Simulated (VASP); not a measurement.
# Ti (P6_3/mmc) in VASP: a series of runs

Aim: see how the results for Ti move with the level of theory and the settings. Levels: r2SCAN+D4, PBE. Tasks: single point.

Everything below comes from runs of VASP 6.6.1. Logs are shortened: lines on timing, memory, paths and dates and some standing lists are left out, and cuts for length are marked.

### Step 1. The cell of the first run

Symmetry: P6_3/mmc, No. 194, hexagonal system. Conventional cell: a = 2.890 Å, b = 2.890 Å, c = 4.584 Å, α = 90.00°, β = 90.00°, γ = 120.00°. Ti (site symmetry -6m2) has 12 Ti at 2.84 to 2.89 Å within 3.7 Å.

### Step 2. Single point, r2SCAN+D4

Input file POSCAR:

```
Ti
1.0
    2.8897790207      0.0000000000      0.0000000000
   -1.4448895104      2.5026220433      0.0000000000
    0.0000000000      0.0000000000      4.5844629888
Ti
2
Direct
    0.6666666667      0.3333333333      0.7500000000
    0.3333333333      0.6666666667      0.2500000000
```

Input file INCAR.step1:

```
SYSTEM = Ti
ALGO = Normal
EDIFF = 1E-4
ENCUT = 520
GGA = PE
ISMEAR = -1
LASPH = .TRUE.
LCHARG = .FALSE.
LREAL = .FALSE.
LWAVE = .TRUE.
NBANDS = 19
NELM = 80
PREC = Accurate
SIGMA = 0.05
```

Input file INCAR.step2:

```
SYSTEM = Ti
ALGO = Normal
EDIFF = 1E-6
ENCUT = 520
ISIF = 2
ISMEAR = -1
ISTART = 1
IVDW = 13
LASPH = .TRUE.
LCHARG = .FALSE.
LMIXTAU = .TRUE.
LREAL = .FALSE.
LWAVE = .FALSE.
METAGGA = R2SCAN
NBANDS = 19
NELM = 80
PREC = Accurate
SIGMA = 0.05
VDW_A1 = 0.51559235
VDW_A2 = 5.77342911
VDW_S6 = 1.0
VDW_S8 = 0.6018749
```

Input file KPOINTS:

```
k-points
0
G
  10 10 6
  0 0 0
```

Potentials or basis: VASP PAW PBE potentials, release 64 (Ti_sv).

Started as:

```console
$ cat potpaw_PBE.64/Ti_sv/POTCAR > POTCAR
$ cp INCAR.step1 INCAR
$ mpirun -np 1 vasp_std > vasp.out
$ cp INCAR.step2 INCAR
$ mpirun -np 1 vasp_std > vasp.out
```

OUTCAR:

```text
SYSTEM = Ti
   EDIFF = 1E-6
   ENCUT = 520
   ISIF = 2
   ISMEAR = -1
   ISTART = 1
   IVDW = 13
   LASPH = .TRUE.
   LREAL = .FALSE.
   METAGGA = R2SCAN
   NELM = 80
   PREC = Accurate

 ion  position               nearest neighbor table
   1  0.667  0.333  0.750-   2 2.84   2 2.84   2 2.84   2 2.84   2 2.84   2 2.84
   2  0.333  0.667  0.250-   1 2.84   1 2.84   1 2.84   1 2.84   1 2.84   1 2.84

  LATTYP: Found a hexagonal cell.
 ALAT       =     2.8897790207
 C/A-ratio  =     1.5864406780

  Lattice vectors:

 A1 = (   2.8897790207,   0.0000000000,   0.0000000000)
 A2 = (  -1.4448895104,   2.5026220433,   0.0000000000)
 A3 = (   0.0000000000,   0.0000000000,   4.5844629888)

Analysis of symmetry for initial positions (statically):
=====================================================================
 Subroutine PRICEL returns:
 Original cell was already a primitive cell.

 Routine SETGRP: Setting up the symmetry group for a
 hexagonal supercell.

 Subroutine GETGRP returns: Found 24 space group operations
 (whereof 12 operations were pure point group operations)
 out of a pool of 24 trial point group operations.

The static configuration has the point symmetry D_3d.
 The point group associated with its full space group is D_6h.

Analysis of symmetry for dynamics (positions and initial velocities):
=====================================================================
 Subroutine PRICEL returns:
 Original cell was already a primitive cell.

 Routine SETGRP: Setting up the symmetry group for a
 hexagonal supercell.

 Subroutine GETGRP returns: Found 24 space group operations
 (whereof 12 operations were pure point group operations)
 out of a pool of 24 trial point group operations.

The dynamic configuration has the point symmetry D_3d.
 The point group associated with its full space group is D_6h.

 Subroutine INISYM returns: Found 24 space group operations
 (whereof 12 operations are pure point group operations),
 and found     1 'primitive' translations

----------------------------------------------------------------------------------------

                                     Primitive cell

  volume of cell :      33.1549

  direct lattice vectors                    reciprocal lattice vectors
     2.889779021  0.000000000  0.000000000     0.346047221  0.199790456  0.000000000
    -1.444889510  2.502622043  0.000000000     0.000000000  0.399580913  0.000000000
     0.000000000  0.000000000  4.584462989     0.000000000  0.000000000  0.218128056

  length of vectors
     2.889779021  2.889779021  4.584462989     0.399580913  0.399580913  0.218128056

  position of ions in fractional coordinates (direct lattice)
     0.666666667  0.333333333  0.750000000
     0.333333333  0.666666667  0.250000000

  ion indices of the primitive-cell ions
   primitive index   ion index
                 1           1
                 2           2

----------------------------------------------------------------------------------------

 KPOINTS: k-points

Automatic generation of k-mesh.
 Grid dimensions read from file:
 generate k-points for:   10   10    6

 Generating k-lattice:

  Cartesian coordinates                     Fractional coordinates (reciprocal lattice)
     0.034604722  0.019979046  0.000000000     0.100000000  0.000000000  0.000000000
     0.000000000  0.039958091  0.000000000     0.000000000  0.100000000  0.000000000
     0.000000000  0.000000000  0.036354676     0.000000000  0.000000000  0.166666667

  Length of vectors
     0.039958091  0.039958091  0.036354676

  Shift w.r.t. Gamma in fractional coordinates (k-lattice)
     0.000000000  0.000000000  0.000000000

 Subroutine IBZKPT returns following result:
 ===========================================

 Found     56 irreducible k-points:

 Following reciprocal coordinates:
            Coordinates               Weight
  0.000000  0.000000  0.000000      1.000000
  0.100000  0.000000  0.000000      6.000000
  0.200000  0.000000  0.000000      6.000000
  0.300000  0.000000  0.000000      6.000000
  0.400000  0.000000  0.000000      6.000000
  0.500000  0.000000  0.000000      3.000000
[... 16 lines left out ...]
  0.300000  0.100000  0.166667     24.000000
  0.400000  0.100000  0.166667     24.000000
 [... further k-points ...]
   k-points           NKPTS =     56   k-points in BZ     NKDIM =     56   number of bands    NBANDS=     19
   number of dos      NEDOS =    301   number of ions     NIONS =      2
   total plane-waves  NPLWV =  20736
   dimension x,y,z NGX =    24 NGY =   24 NGZ =   36
   dimension x,y,z NGXF=    48 NGYF=   48 NGZF=   72
   ions per type =               2
   NGX,Y,Z   is equivalent  to a cutoff of  13.81, 13.81, 13.05 a.u.
   NGXF,Y,Z  is equivalent  to a cutoff of  27.61, 27.61, 26.11 a.u.
 SYSTEM =  Ti
   PREC   = accura    normal or accurate (medium, high low for compatibility)
   ISTART =      1    job   : 0-new  1-cont  2-samecut
   ICHARG =      0    charge: 1-file 2-atom 10-const
   ISPIN  =      1    spin polarized calculation?
   LNONCOLLINEAR =      F non collinear calculations
   LSORBIT =      F    spin-orbit coupling
   LASPH  =      T    aspherical Exc in radial PAW
   ENCUT  =  520.0 eV  38.22 Ry    6.18 a.u.   5.37  5.37  8.52*2*pi/ulx,y,z
   NELM   =     80;   NELMIN=  2; NELMDL=  0     # of ELM steps
   EDIFF  = 0.1E-05   stopping-criterion for ELM
   LREAL  =      F    real-space projection
   EDIFFG = 0.1E-04   stopping-criterion for IOM
   NSW    =      0    number of steps for IOM
   IBRION =     -1    ionic relax: 0-MD 1-quasi-New 2-CG
   NFREE  =      0    steps in history (QN), initial steepest desc. (CG)
   ISIF   =      2    stress and relaxation
   ISYM   =      2    0-nonsym 1-usesym 2-fastsym
   POTIM  = 0.5000    time-step for ionic-motion
   TEBEG  =    0.0;   TEEND  =   0.0 temperature during run
   PSTRESS=    0.0 pullay stress
   NELECT =      24.0000    total number of electrons
   NUPDOWN=      -1.0000    fix difference up-down
   EMIN   =  10.00;   EMAX   =-10.00  energy-range for DOS
   EFERMI =   0.00;   METHOD = LEGACY
   ISMEAR =    -1;   SIGMA  =   0.05  broadening in eV -4-tet -1-fermi 0-gaus
   EFERMI_NEDOS =   21; number of points for ismear=-14 and -15
   IALGO  =     38    algorithm
   IMIX   =      4    mixing-type and parameters
     AMIX     =   0.40;   BMIX     =  1.00
     AMIX_MAG =   1.60;   BMIX_MAG =  1.00
  volume/ion in A,a.u.               =      16.58       111.87
  Fermi-wavevector in a.u.,A,eV,Ry     =   1.469927  2.777759 29.397912  2.160686
  Thomas-Fermi vector in A             =   2.585245
   LORBIT       =      0    0 simple, 1 ext, 2 COOP (PROOUT), +10 PAW based schemes
   METAGGA = R2SCAN    functional components
   LHFCALC =     F    Hartree Fock is set to
   AEXX    =    0.0000 exact exchange contribution
   IVDW    =    13    specifies the selected vdW correction
   LEPSILON=     F    determine dielectric tensor
   LRPA    =     F    only Hartree local field effects (RPA)
 non-spin polarized calculation
  energy-cutoff  :      520.00
  volume of cell :       33.15
 maximum number of plane-waves:       917
 NGX is ok and might be reduce to    24
   NGX = 11   NGY = 11   NGZ = 17

 number of electron      24.0000001 magnetization

 Free energy of the ion-electron system (eV)
  ---------------------------------------------------
  ext. energy  EPLUGINS =         0.00000000
  ---------------------------------------------------
  free energy    TOTEN  =       -25.87779271 eV

  energy without entropy =      -25.86227335  energy(sigma->0) =      -25.87003303

 E-fermi :   8.8867     XC(G=0): -12.6380

 val. band max:        8.8663958650   @ k =   0.2000   0.0000   0.3333
 cond. band min:       8.8881915012   @ k =   0.1000   0.1000   0.1667
 fundamental gap:      0.0217956362
 Fermi energy:         8.8867161669

 k-point     1 :       0.0000    0.0000    0.0000
  band No.  band energies     occupation
      1     -50.2483      2.00000
      2     -50.0763      2.00000
      3     -25.8673      2.00000
      4     -25.0979      2.00000
      5     -25.0979      2.00000
      6     -25.0148      2.00000
[... 11 lines left out ...]
     18      10.8308      0.00000
     19      12.4783      0.00000

 k-point     2 :       0.1000    0.0000    0.0000
  band No.  band energies     occupation
      1     -50.2359      2.00000
      2     -50.0714      2.00000
      3     -25.8407      2.00000
      4     -25.1524      2.00000
      5     -25.1159      2.00000
      6     -25.0376      2.00000
[... 11 lines left out ...]
     18      10.6593      0.00000
     19      12.5687      0.00000

 k-point     3 :       0.2000    0.0000    0.0000
  band No.  band energies     occupation
      1     -50.2025      2.00000
      2     -50.0593      2.00000
      3     -25.7664      2.00000
      4     -25.2967      2.00000
      5     -25.1806      2.00000
      6     -25.1608      2.00000
[... 11 lines left out ...]
     18      11.0935      0.00000
     19      12.7335      0.00000

 k-point     4 :       0.3000    0.0000    0.0000
  band No.  band energies     occupation
      1     -50.1581      2.00000
      2     -50.0471      2.00000
      3     -25.6604      2.00000
      4     -25.4771      2.00000
      5     -25.3489      2.00000
      6     -25.2135      2.00000
[... 11 lines left out ...]
     18      11.8337      0.00000
     19      12.8606      0.00000

 k-point     5 :       0.4000    0.0000    0.0000
  band No.  band energies     occupation
      1     -50.1173      2.00000
      2     -50.0421      2.00000
      3     -25.6236      2.00000
      4     -25.5507      2.00000
      5     -25.4798      2.00000
      6     -25.2547      2.00000
[... 11 lines left out ...]
     18      12.6077      0.00000
     19      12.9282      0.00000

 k-point     6 :       0.5000    0.0000    0.0000
  band No.  band energies     occupation
      1     -50.0987      2.00000
      2     -50.0430      2.00000
      3     -25.6795      2.00000
      4     -25.5288      2.00000
      5     -25.4943      2.00000
      6     -25.2701      2.00000
[... 11 lines left out ...]
     18      12.9483      0.00000
     19      13.7019      0.00000

 k-point     7 :       0.1000    0.1000    0.0000
  band No.  band energies     occupation
      1     -50.2130      2.00000
      2     -50.0629      2.00000
      3     -25.7902      2.00000
      4     -25.2374      2.00000
      5     -25.1874      2.00000
      6     -25.1020      2.00000
[... 11 lines left out ...]
     18      10.9860      0.00000
     19      12.6616      0.00000

 k-point     8 :       0.2000    0.1000    0.0000
  band No.  band energies     occupation
      1     -50.1740      2.00000
      2     -50.0509      2.00000
      3     -25.6996      2.00000
      4     -25.3864      2.00000
      5     -25.3169      2.00000
      6     -25.1779      2.00000
[... 256 lines left out ...]
 k-point    20 :       0.5000    0.0000    0.1667
  band No.  band energies     occupation
      1     -50.0950      2.00000
      2     -50.0467      2.00000
      3     -25.7268      2.00000
      4     -25.5825      2.00000
      5     -25.4177      2.00000
      6     -25.2567      2.00000
[... 11 lines left out ...]
     18      12.8952      0.00000
     19      13.3908      0.00000

 k-point    21 :       0.1000    0.1000    0.1667
  band No.  band energies     occupation
      1     -50.2031      2.00000
      2     -50.0730      2.00000
      3     -25.7501      2.00000
      4     -25.2223      2.00000
      5     -25.2085      2.00000
      6     -25.1323      2.00000
[... 11 lines left out ...]
     18      11.1159      0.00000
     19      12.6247      0.00000

 k-point    22 :       0.2000    0.1000    0.1667
  band No.  band energies     occupation
      1     -50.1658      2.00000
      2     -50.0592      2.00000
      3     -25.6861      2.00000
      4     -25.3736      2.00000
      5     -25.3284      2.00000
      6     -25.1912      2.00000
[... 11 lines left out ...]
     18      11.6822      0.00000
     19      12.7058      0.00000

 k-point    23 :       0.3000    0.1000    0.1667
  band No.  band energies     occupation
      1     -50.1249      2.00000
      2     -50.0487      2.00000
      3     -25.6537      2.00000
      4     -25.5059      2.00000
      5     -25.4178      2.00000
      6     -25.2504      2.00000
[... 11 lines left out ...]
     18      12.3194      0.00000
     19      12.9133      0.00000

 k-point    24 :       0.4000    0.1000    0.1667
  band No.  band energies     occupation
      1     -50.0952      2.00000
      2     -50.0465      2.00000
      3     -25.6976      2.00000
      4     -25.5615      2.00000
      5     -25.4212      2.00000
      6     -25.2774      2.00000
[... 11 lines left out ...]
     18      12.7350      0.00000
     19      13.5003      0.00000

 [... further k-points ...]

------------------------ aborting loop because EDIFF is reached ----------------------------------------

  DFT-D4 for vdW energy calculation

  Edisp (eV):   -0.14050

  FORCE on cell =-STRESS in cart. coord.  units (eV):
  Direction    XX          YY          ZZ          XY          YZ          ZX
  --------------------------------------------------------------------------------------
  -------------------------------------------------------------------------------------
  Total       1.14312     1.14312     1.00410    -0.00000    -0.00000     0.00000
  in kB      55.24019    55.24019    48.52218    -0.00000    -0.00000     0.00000
  external pressure =       53.00 kB  Pullay stress =        0.00 kB

 VOLUME and BASIS-vectors are now :
 -----------------------------------------------------------------------------
  energy-cutoff  :      520.00
  volume of cell :       33.15
      direct lattice vectors                 reciprocal lattice vectors
     2.889779021  0.000000000  0.000000000     0.346047221  0.199790456  0.000000000
    -1.444889510  2.502622043  0.000000000     0.000000000  0.399580913  0.000000000
     0.000000000  0.000000000  4.584462989     0.000000000  0.000000000  0.218128056

 POSITION                                       TOTAL-FORCE (eV/Angst)
 -----------------------------------------------------------------------------------
      1.44489      0.83421      3.43835        -0.000000      0.000000      0.000000
     -0.00000      1.66841      1.14612         0.000000     -0.000000      0.000000
 -----------------------------------------------------------------------------------
    total drift:                                0.000000     -0.000000      0.000000

  FREE ENERGIE OF THE ION-ELECTRON SYSTEM (eV)
  ---------------------------------------------------
  free  energy   TOTEN  =       -26.0182960996 eV

  energy  without entropy=      -26.0027767308  energy(sigma->0) =      -26.01053642
```

It took 1.7 min on 1 thread of AMD EPYC 9R45 (Zen 5), shared host; peak memory 0.14 GiB.

What came out:

| Property | Result |
| --- | --- |
| Free energy | -26.0183 eV |
| Pressure | 5.3 GPa |
| Band gap on the k mesh | zero (band 12 reaches 9.80 eV, above the bottom of band 13 at 8.58 eV) |
| Dispersion energy per atom | -0.070 eV |

Caveat: the PAW data sets were made with another functional, which shifts forces and pressure a little; pairwise dispersion overbinds metals, which lowers pressure and volume.

### Step 3. Single point, r2SCAN+D4

This run uses another cell than the first one, of 16.93 Å³/atom, 1.021 times its volume.

Input file POSCAR:

```
Ti
1.0
    2.9101302477      0.0000000000      0.0000000000
   -1.4550651239      2.5202467229      0.0000000000
    0.0000000000      0.0000000000      4.6167490031
Ti
2
Direct
    0.6666666667      0.3333333333      0.7500000000
    0.3333333333      0.6666666667      0.2500000000
```

Input file INCAR.step1:

```
SYSTEM = Ti
PREC = Accurate ; ENCUT = 520
ISMEAR = -1 ; SIGMA = 0.05
LREAL = .False. ; LASPH = .True.
NELM = 80 ; NBANDS = 19
GGA = PE ; ALGO = Normal
EDIFF = 1E-4 ; LWAVE = .True.
LCHARG = .False.
```

Input file INCAR.step2:

```
SYSTEM = Ti
PREC = Accurate ; ENCUT = 520
EDIFF = 1E-7 ; ISMEAR = -1
SIGMA = 0.05 ; LREAL = .False.
LASPH = .True. ; NELM = 80
ALGO = Normal ; ISIF = 2
LWAVE = .False. ; LCHARG = .True.
METAGGA = R2SCAN ; LMIXTAU = .True.
IVDW = 13 ; VDW_S6 = 1.0
VDW_S8 = 0.6018749 ; VDW_A1 = 0.51559235
VDW_A2 = 5.77342911 ; LELF = .True.
LVHAR = .True. ; NBANDS = 19
ISTART = 1
```

Input file KPOINTS:

```
regular mesh
0
Gamma
  10 10 6
  0 0 0
```

Potentials or basis: VASP PAW PBE potentials, release 64 (Ti_sv).

Started as:

```console
$ cat potpaw_PBE.64/Ti_sv/POTCAR > POTCAR
$ cp INCAR.step1 INCAR
$ mpirun -np 1 vasp_std > vasp.out
$ cp INCAR.step2 INCAR
$ mpirun -np 1 vasp_std > vasp.out
```

It took 1.8 min on 1 thread of AMD EPYC 9R45 (Zen 5), shared host; peak memory 0.14 GiB.

Results (log left out):

- Free energy: -26.0360 eV
- Pressure: 2.5 GPa
- Band gap on the k mesh: zero (band 12 reaches 9.56 eV, above the bottom of band 13 at 8.34 eV)
- Dispersion energy per atom: -0.069 eV

Stress tensor (GPa, compression positive):
```
2.76 0.00 0.00
0.00 2.76 0.00
0.00 0.00 2.10
```

Levels at points of the mesh, in eV from the Fermi level:
```csv
k point,band 10,band 11,band 12,band 13,band 14,band 15
"(0.00, 0.00, 0.00)",-2.92,0.64,0.90,0.90,1.00,1.45
"(0.50, 0.00, 0.00)",-2.35,-2.00,-0.79,0.65,0.73,1.31
"(0.00, 0.00, 0.50)",-4.69,0.07,0.07,0.81,0.81,0.81
"(0.50, 0.00, 0.50)",-2.73,-0.89,-0.89,1.33,1.33,1.98
```

Caveat: the PAW data sets were made with another functional, which shifts forces and pressure a little; pairwise dispersion overbinds metals, which lowers pressure and volume.

(Continued in part 2 of 2.)
